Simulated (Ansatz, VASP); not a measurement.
One calculation of W, two programs

File INCAR:

```
SYSTEM = W
PREC     = Accurate       ! precision mode
ENCUT    = 600            ! plane-wave cutoff, eV
EDIFF    = 1E-6           ! SCF threshold, eV
ISMEAR   = -1             ! smearing method
SIGMA    = 0.15           ! smearing width, eV
LREAL    = .FALSE.        ! projectors in reciprocal space
LASPH    = .TRUE.         ! aspherical terms in the spheres
NELM     = 80             ! most SCF steps
ALGO     = Normal         ! electronic algorithm
ISIF     = 3              ! what is computed and relaxed
LWAVE    = .FALSE.        ! write WAVECAR
LCHARG   = .FALSE.        ! write CHGCAR
GGA      = PE             ! functional
IBRION   = 2              ! ionic algorithm
NSW      = 80             ! ionic steps
EDIFFG   = -0.001         ! ionic threshold
```

File KPOINTS:

```
regular mesh
0
G
  20 20 20
  0 0 0
```

File POSCAR:

```
W
1.0
    0.0000000000      2.0185031151      2.0185031151
    2.0185031151      0.0000000000      2.0185031151
    2.0185031151      2.0185031151      0.0000000000
W
1
Direct
    0.0000000000      0.0000000000      0.0000000000
```

Input for Ansatz:

```yaml
crystal:
  lattice:
    - [0.0, 2.0185031151, 2.0185031151]
    - [2.0185031151, 0.0, 2.0185031151]
    - [2.0185031151, 2.0185031151, 0.0]
  atoms:
    - { symbol: W, position: [0.0, 0.0, 0.0] }
basis:
  ecutwfc: 420
kpoints:
  mp_grid: { grid: [20, 20, 20] }
hamiltonian:
  xc: pbe
scf:
  occupations: { method: fermi_dirac, width: 0.15 }
output:
  forces: true
  stress: true
  eigenvalues: true
relax:
  adjacent_minimum: "off"
  f_tol: 0.001
  max_steps: 60
  cell: { stress_tol: 0.01 }
```

Alike in both runs: task relaxation of cell and atoms; functional PBE; k mesh 20 × 20 × 20; occupations fermi-dirac, width 0.15 eV; no spin polarisation.

|  | VASP | Ansatz |
| --- | --- | --- |
| version | VASP 6.6.1 | Ansatz 0.2.0 |
| potentials or method | VASP PAW PBE potentials, release 64 (W_sv), cutoff 600 eV | scalar-relativistic, plane waves, PAW |
| valence electrons in the cell | 14 | 14 |

|  | VASP | Ansatz | Ansatz less VASP |
| --- | --- | --- | --- |
| gap on the k mesh at the Fermi level, each at its own relaxed structure (eV) | none | none | - |
| relaxed volume (Å³/atom) | 16.50 | 16.47 | -0.031 |
| relaxed cell length with the largest relative difference (Å) | 2.858 | 2.856 | -0.0018 |

A gap of «none» marks a metal or a gap that the smearing closes.

Spin-orbit coupling is off throughout.
